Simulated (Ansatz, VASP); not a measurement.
## CdSe: VASP beside Ansatz

The input INCAR:

```
PREC     = Accurate       # precision mode
ENCUT    = 520            # plane-wave cutoff, eV
EDIFF    = 1E-7           # SCF threshold, eV
ISMEAR   = 0              # smearing method
SIGMA    = 0.05           # smearing width, eV
LREAL    = F              # projectors in reciprocal space
LASPH    = T              # aspherical terms in the spheres
NELM     = 100            # most SCF steps
ALGO     = Normal         # electronic algorithm
ISIF     = 2              # what is computed and relaxed
LWAVE    = F              # write WAVECAR
LCHARG   = T              # write CHGCAR
GGA      = PS             # functional
LELF     = T              # ELF
LVHAR    = T            
NBANDS   = 26             # bands
```

File KPOINTS:

```
regular mesh
0
Gamma
  8 8 6
```

Contents of POSCAR:

```
CdSe
1.0
    0.0000000000     -3.0413096037     -3.0413096037
    0.0000000000      3.0413096037     -3.0413096037
    6.0826192074      0.0000000000      0.0000000000
Cd Se
2 2
Direct
    0.5567758106      0.5737600610      0.5000000000
   -0.0567758106     -0.0737600610      0.0000000000
    0.0644312708      0.4684493014      0.2500000000
    0.4355687292      0.0315506986      0.7500000000
```

Input for Ansatz:

```yaml
crystal:
  lattice:
    - [0.0, -3.0413096037, -3.0413096037]
    - [0.0, 3.0413096037, -3.0413096037]
    - [6.0826192074, 0.0, 0.0]
  atoms:
    - { symbol: Cd, position: [0.5567758106, 0.573760061, 0.5] }
    - { symbol: Cd, position: [-0.0567758106, -0.073760061, 0.0] }
    - { symbol: Se, position: [0.0644312708, 0.4684493014, 0.25] }
    - { symbol: Se, position: [0.4355687292, 0.0315506986, 0.75] }
basis:
  ecutwfc: 420
kpoints:
  mp_grid: { grid: [8, 8, 6] }
hamiltonian:
  xc: pbesol
  pseudopotentials: { kind: paw }
scf:
  occupations: { method: gaussian, width: 0.05 }
output:
  forces: true
  stress: true
  eigenvalues: true
```

Change from the starting cell: mode 4 frozen in at -0.397 Å and mode 11 at -0.100 Å (largest displacements).

Alike in both runs: task single point; functional PBEsol; k mesh 8 × 8 × 6; occupations gaussian, width 0.05 eV; no spin polarisation.

```csv
,VASP,Ansatz
version,VASP 6.6.1,Ansatz 0.2.0
potentials or method,"VASP PAW PBE potentials, release 64 (Cd, Se), cutoff 520 eV","scalar-relativistic, plane waves, PAW"
valence electrons in the cell,36,72
```

```tsv
	VASP	Ansatz	Ansatz less VASP
gap on the k mesh at the Fermi level (eV)	0.46	0.46	-0.001
least direct gap on the mesh (eV)	0.46	0.46	-0.001
pressure (GPa)	-0.7	-1.1	-0.32
traceless stress, the component that is largest in VASP (GPa)	-0.85	-0.85	+0.003
rms of the force components (eV/Å)	0.434	0.424	-0.0101
```

VASP's potentials were made for PBE, not for PBEsol. Atom by atom the forces differ by 0.017 eV/Å (rms over components). VASP's potentials hold 36 valence electrons a cell and Ansatz's 72, so a difference there can come from the potentials and not from the codes.
